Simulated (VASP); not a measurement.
# KPt2 in VASP: single point with r2SCAN

Aim: the single point of KPt2 with r2SCAN.

Program: VASP 6.6.1. These are calculated values, not measurements. Logs are shortened: lines on timing, memory, paths and dates and some standing lists are left out, and cuts for length are marked.

## Step 1: The cell of the first run

The cell holds a disordered packing, 6 atoms: a = 4.479 Å, b = 6.003 Å, c = 5.162 Å, α = 79.25°, β = 91.08°, γ = 78.30°.

## Step 2: Single point, r2SCAN

POSCAR

```
KPt2
1.0
    4.4184450000      0.5157430000     -0.5255310000
    0.6777290000      5.8662230000      1.0802620000
    0.5148680000     -0.0195710000      5.1365920000
K Pt
2 4
Direct
    0.0786410000      0.1982970000      0.4180000000
    0.2299060000      0.7086550000      0.0435440000
    0.3500850000      0.2521210000      0.9086090000
    0.6673340000      0.9275110000      0.7285430000
    0.6708970000      0.9309420000      0.2433870000
    0.7969440000      0.4470500000      0.8905650000
```

INCAR.step1

```
PREC = Accurate
ENCUT = 520
ISMEAR = 1
SIGMA = 0.0242
LREAL = F
LASPH = T
NELM = 100
NBANDS = 38
GGA = PE
ALGO = Normal
EDIFF = 1E-4
LWAVE = T
LCHARG = F
```

INCAR.step2

```
PREC = Accurate
ENCUT = 520
EDIFF = 1E-6
ISMEAR = 1
SIGMA = 0.0242
LREAL = F
LASPH = T
NELM = 100
ALGO = Normal
ISIF = 2
LWAVE = F
LCHARG = F
METAGGA = R2SCAN
LMIXTAU = T
NBANDS = 38
ISTART = 1
```

KPOINTS

```
Automatic mesh
0
Gamma
  4 3 4
  0.5 0.5 0.5
```

Potentials or basis: VASP PAW PBE potentials, release 64 (K_sv, Pt).

Launch:

```
$ cat potpaw_PBE.64/K_sv/POTCAR potpaw_PBE.64/Pt/POTCAR > POTCAR
$ cp INCAR.step1 INCAR
$ mpirun -np 1 vasp_std > vasp.out
$ cp INCAR.step2 INCAR
$ mpirun -np 1 vasp_std > vasp.out
```

OUTCAR:

```text
PREC = Accurate
   ENCUT = 520
   EDIFF = 1E-6
   ISMEAR = 1
   LREAL = F
   LASPH = T
   NELM = 100
   ISIF = 2
   METAGGA = R2SCAN
   ISTART = 1

 ion  position               nearest neighbor table
   1  0.079  0.198  0.418-   3 2.89   5 2.90   3 2.91   6 2.97   4 2.99   4 3.05   5 3.05   6 3.24
                             2 3.50   2 3.77
   2  0.230  0.709  0.044-   5 2.87   5 2.89   3 2.90   4 2.90   6 2.91   6 2.91   4 2.93   3 3.36
                             1 3.50   1 3.77
   3  0.350  0.252  0.909-   4 2.51   6 2.51   6 2.51   5 2.51   1 2.89   2 2.90   1 2.91   2 3.36

   4  0.667  0.928  0.729-   5 2.50   3 2.51   5 2.66   6 2.79   2 2.90   2 2.93   1 2.99   1 3.05

   5  0.671  0.931  0.243-   4 2.50   3 2.51   4 2.66   2 2.87   2 2.89   1 2.90   1 3.05   6 3.45

   6  0.797  0.447  0.891-   3 2.51   3 2.51   4 2.79   2 2.91   2 2.91   1 2.97   1 3.24   5 3.45

  LATTYP: Found a triclinic cell.
 ALAT       =     6.7230323205
 B/A-ratio  =     0.6662735027
 C/A-ratio  =     0.7678631224
 COS(alpha) =     0.0187948540
 COS(beta)  =     0.1791470111
 COS(gamma) =     0.4852255307

  Lattice vectors:

 A1 = (  -3.7407160000,   5.3504800000,   1.6057930000)
 A2 = (  -4.4184450000,  -0.5157430000,   0.5255310000)
 A3 = (   0.5148680000,  -0.0195710000,   5.1365920000)

Analysis of symmetry for initial positions (statically):
=====================================================================
 Subroutine PRICEL returns:
 Original cell was already a primitive cell.

 Routine SETGRP: Setting up the symmetry group for a
 triclinic supercell.

 Subroutine GETGRP returns: Found  1 space group operations
 (whereof  1 operations were pure point group operations)
 out of a pool of  2 trial point group operations.

The static configuration has the point symmetry C_1 .

Analysis of symmetry for dynamics (positions and initial velocities):
=====================================================================
 Subroutine PRICEL returns:
 Original cell was already a primitive cell.

 Routine SETGRP: Setting up the symmetry group for a
 triclinic supercell.

 Subroutine GETGRP returns: Found  1 space group operations
 (whereof  1 operations were pure point group operations)
 out of a pool of  2 trial point group operations.

The dynamic configuration has the point symmetry C_1 .

 Subroutine INISYM returns: Found  1 space group operations
 (whereof  1 operations are pure point group operations),
 and found     1 'primitive' translations

----------------------------------------------------------------------------------------

                                     Primitive cell

  volume of cell :     133.3174

  direct lattice vectors                    reciprocal lattice vectors
     4.418445000  0.515743000 -0.525531000     0.226178502 -0.021940305 -0.022754672
     0.677729000  5.866223000  1.080262000    -0.019793933  0.172268014  0.002640412
     0.514868000 -0.019571000  5.136592000     0.027303404 -0.038473934  0.191798254

  length of vectors
     4.479378293  6.003237033  5.162368590     0.228376590  0.173421568  0.197515290

  position of ions in fractional coordinates (direct lattice)
     0.078641000  0.198297000  0.418000000
     0.229906000  0.708655000  0.043544000
     0.350085000  0.252121000  0.908609000
     0.667334000  0.927511000  0.728543000
     0.670897000  0.930942000  0.243387000
     0.796944000  0.447050000  0.890565000

  ion indices of the primitive-cell ions
   primitive index   ion index
                 1           1
                 2           2
                 3           3
                 4           4
                 5           5
                 6           6

----------------------------------------------------------------------------------------

 KPOINTS: Automatic mesh

Automatic generation of k-mesh.
 Grid dimensions read from file:
 generate k-points for:    4    3    4

 Generating k-lattice:

  Cartesian coordinates                     Fractional coordinates (reciprocal lattice)
     0.056544626 -0.005485076 -0.005688668     0.250000000  0.000000000  0.000000000
    -0.006597978  0.057422671  0.000880137     0.000000000  0.333333333  0.000000000
     0.006825851 -0.009618483  0.047949564     0.000000000  0.000000000  0.250000000

  Length of vectors
     0.057094148  0.057807189  0.049378822

  Shift w.r.t. Gamma in fractional coordinates (k-lattice)
     0.500000000  0.500000000  0.500000000

 Subroutine IBZKPT returns following result:
 ===========================================

 Found     24 irreducible k-points:

 Following reciprocal coordinates:
            Coordinates               Weight
  0.125000  0.166667  0.125000      2.000000
  0.375000  0.166667  0.125000      2.000000
 -0.375000  0.166667  0.125000      2.000000
 -0.125000  0.166667  0.125000      2.000000
  0.125000  0.500000  0.125000      2.000000
  0.375000  0.500000  0.125000      2.000000
[... 16 lines left out ...]
 -0.375000 -0.166667  0.375000      2.000000
 -0.125000 -0.166667  0.375000      2.000000
   k-points           NKPTS =     24   k-points in BZ     NKDIM =     24   number of bands    NBANDS=     38
   number of dos      NEDOS =    301   number of ions     NIONS =      6
   total plane-waves  NPLWV =  69120
   dimension x,y,z NGX =    36 NGY =   48 NGZ =   40
   dimension x,y,z NGXF=    72 NGYF=   96 NGZF=   80
   ions per type =               2   4
   NGX,Y,Z   is equivalent  to a cutoff of  13.36, 13.29, 12.88 a.u.
   NGXF,Y,Z  is equivalent  to a cutoff of  26.72, 26.59, 25.76 a.u.
 SYSTEM =  unknown system
   PREC   = accura    normal or accurate (medium, high low for compatibility)
   ISTART =      1    job   : 0-new  1-cont  2-samecut
   ICHARG =      0    charge: 1-file 2-atom 10-const
   ISPIN  =      1    spin polarized calculation?
   LNONCOLLINEAR =      F non collinear calculations
   LSORBIT =      F    spin-orbit coupling
   LASPH  =      T    aspherical Exc in radial PAW
   ENCUT  =  520.0 eV  38.22 Ry    6.18 a.u.   8.33 11.16  9.60*2*pi/ulx,y,z
   NELM   =    100;   NELMIN=  2; NELMDL=  0     # of ELM steps
   EDIFF  = 0.1E-05   stopping-criterion for ELM
   LREAL  =      F    real-space projection
   EDIFFG = 0.1E-04   stopping-criterion for IOM
   NSW    =      0    number of steps for IOM
   IBRION =     -1    ionic relax: 0-MD 1-quasi-New 2-CG
   NFREE  =      0    steps in history (QN), initial steepest desc. (CG)
   ISIF   =      2    stress and relaxation
   ISYM   =      2    0-nonsym 1-usesym 2-fastsym
   POTIM  = 0.5000    time-step for ionic-motion
   TEBEG  =    0.0;   TEEND  =   0.0 temperature during run
   PSTRESS=    0.0 pullay stress
   NELECT =      58.0000    total number of electrons
   NUPDOWN=      -1.0000    fix difference up-down
   EMIN   =  10.00;   EMAX   =-10.00  energy-range for DOS
   EFERMI =   0.00;   METHOD = LEGACY
   ISMEAR =     1;   SIGMA  =   0.02  broadening in eV -4-tet -1-fermi 0-gaus
   EFERMI_NEDOS =   21; number of points for ismear=-14 and -15
   IALGO  =     38    algorithm
   IMIX   =      4    mixing-type and parameters
     AMIX     =   0.40;   BMIX     =  1.00
     AMIX_MAG =   1.60;   BMIX_MAG =  1.00
  volume/ion in A,a.u.               =      22.22       149.95
  Fermi-wavevector in a.u.,A,eV,Ry     =   1.240476  2.344161 20.936397  1.538782
  Thomas-Fermi vector in A             =   2.374915
   LORBIT       =      0    0 simple, 1 ext, 2 COOP (PROOUT), +10 PAW based schemes
   METAGGA = R2SCAN    functional components
   LHFCALC =     F    Hartree Fock is set to
   AEXX    =    0.0000 exact exchange contribution
   IVDW    =     0    specifies the selected vdW correction
   LEPSILON=     F    determine dielectric tensor
   LRPA    =     F    only Hartree local field effects (RPA)
 non-spin polarized calculation
 Methfessel and Paxton  Order N= 1 SIGMA  =   0.02
  energy-cutoff  :      520.00
  volume of cell :      133.32
 maximum number of plane-waves:      3608
 NGX is ok and might be reduce to    36
   NGX = 17   NGY = 23   NGZ = 19

 number of electron      58.0000000 magnetization

 Free energy of the ion-electron system (eV)
  ---------------------------------------------------
  ext. energy  EPLUGINS =         0.00000000
  ---------------------------------------------------
  free energy    TOTEN  =      -215.09970255 eV

  energy without entropy =     -215.10003546  energy(sigma->0) =     -215.09981352

 E-fermi :   4.2247     XC(G=0): -10.9381

 val. band max:        4.2152900441   @ k =  -0.3750   0.5000   0.1250
 cond. band min:       4.2384677938   @ k =  -0.1250   0.1667   0.1250
 fundamental gap:      0.0231777498
 Fermi energy:         4.2246602171

 k-point     1 :       0.1250    0.1667    0.1250
  band No.  band energies     occupation
      1     -26.3821      2.00000
      2     -26.2893      2.00000
      3      -9.5392      2.00000
      4      -9.3860      2.00000
      5      -9.3317      2.00000
      6      -9.2362      2.00000
[... 30 lines left out ...]
     37      10.7390      0.00000
     38      11.3233      0.00000

 k-point     2 :       0.3750    0.1667    0.1250
  band No.  band energies     occupation
      1     -26.3771      2.00000
      2     -26.2885      2.00000
      3      -9.5167      2.00000
      4      -9.4563      2.00000
      5      -9.3246      2.00000
      6      -9.2583      2.00000
[... 30 lines left out ...]
     37      10.2730      0.00000
     38      10.7441      0.00000

 k-point     3 :      -0.3750    0.1667    0.1250
  band No.  band energies     occupation
      1     -26.3769      2.00000
      2     -26.2886      2.00000
      3      -9.5346      2.00000
      4      -9.4547      2.00000
      5      -9.3159      2.00000
      6      -9.2578      2.00000
[... 30 lines left out ...]
     37      10.3916      0.00000
[... 781 lines left out ...]
 k-point    23 :      -0.3750   -0.1667    0.3750
  band No.  band energies     occupation
      1     -26.3737      2.00000
      2     -26.2905      2.00000
      3      -9.5009      2.00000
      4      -9.4264      2.00000
      5      -9.2999      2.00000
      6      -9.2810      2.00000
[... 30 lines left out ...]
     37      10.2651      0.00000
     38      11.2271      0.00000

 k-point    24 :      -0.1250   -0.1667    0.3750
  band No.  band energies     occupation
      1     -26.3771      2.00000
      2     -26.2926      2.00000
      3      -9.5038      2.00000
      4      -9.3819      2.00000
      5      -9.3024      2.00000
      6      -9.2761      2.00000
[... 30 lines left out ...]
     37      10.9757      0.00000
     38      11.2194      0.00000

------------------------ aborting loop because EDIFF is reached ----------------------------------------

  FORCE on cell =-STRESS in cart. coord.  units (eV):
  Direction    XX          YY          ZZ          XY          YZ          ZX
  --------------------------------------------------------------------------------------
  -------------------------------------------------------------------------------------
  Total       12.2554130      4.1029669      9.7097916      1.3974633      1.9530894      0.1211236
  in kB      147.2826577     49.3084871    116.6899805     16.7943843     23.4717670      1.4556346
  external PRESSURE =     104.4270417 kB  Pullay stress =       0.0000000 kB

 VOLUME and BASIS-vectors are now :
 -----------------------------------------------------------------------------
  energy-cutoff  :      520.00
  volume of cell :      133.32
      direct lattice vectors                 reciprocal lattice vectors
     4.418445000  0.515743000 -0.525531000     0.226178502 -0.021940305 -0.022754672
     0.677729000  5.866223000  1.080262000    -0.019793933  0.172268014  0.002640412
     0.514868000 -0.019571000  5.136592000     0.027303404 -0.038473934  0.191798254

 POSITION                                       TOTAL-FORCE (eV/Angst)
 -----------------------------------------------------------------------------------
      0.69708      1.19563      2.31998        -0.338961      0.519087      0.509756
      1.51852      4.27485      0.86838         0.288805      0.252328      1.050642
      2.18551      1.64177      4.75553        -0.252489      0.512124     -0.174631
      3.95228      5.77090      4.39348         0.191170     -1.800950     -0.062878
      3.72056      5.80236      1.90326         0.108397     -0.092003      0.290043
      4.28276      3.01608      4.63858         0.003079      0.609414     -1.612933
 -----------------------------------------------------------------------------------
    total drift:                                0.000320     -0.000263     -0.000278

  FREE ENERGIE OF THE ION-ELECTRON SYSTEM (eV)
  ---------------------------------------------------
  free  energy   TOTEN  =      -215.0997025540 eV

  energy  without entropy=     -215.1000354620  energy(sigma->0) =     -215.09981352
```

It took 3.7 min on 1 thread of Intel Xeon Platinum 8488C (Sapphire Rapids), shared host; peak memory 0.32 GiB.

What came out:

```
Free energy            : -215.0997 eV
Pressure               : 10.4 GPa
Largest force          : 1.812 eV/Å
Band gap on the k mesh : zero (bands 29 and 30 overlap by 0.81 eV)
```

Forces on the atoms (eV/Å):
```
K   -0.339  0.519  0.510
K    0.289  0.252  1.051
Pt  -0.252  0.512 -0.175
Pt   0.191 -1.801 -0.063
Pt   0.108 -0.092  0.290
Pt   0.003  0.609 -1.613
```

Caveat: the k points lie up to 0.36 Å⁻¹ apart, too coarse for converged energies and pressures of a metal; the PAW data sets were made with another functional, which shifts forces and pressure a little; spin-orbit coupling is left out, which moves the levels of the heavy elements.

The gap in the log of VASP goes by the Fermi energy; the results here count the filled bands.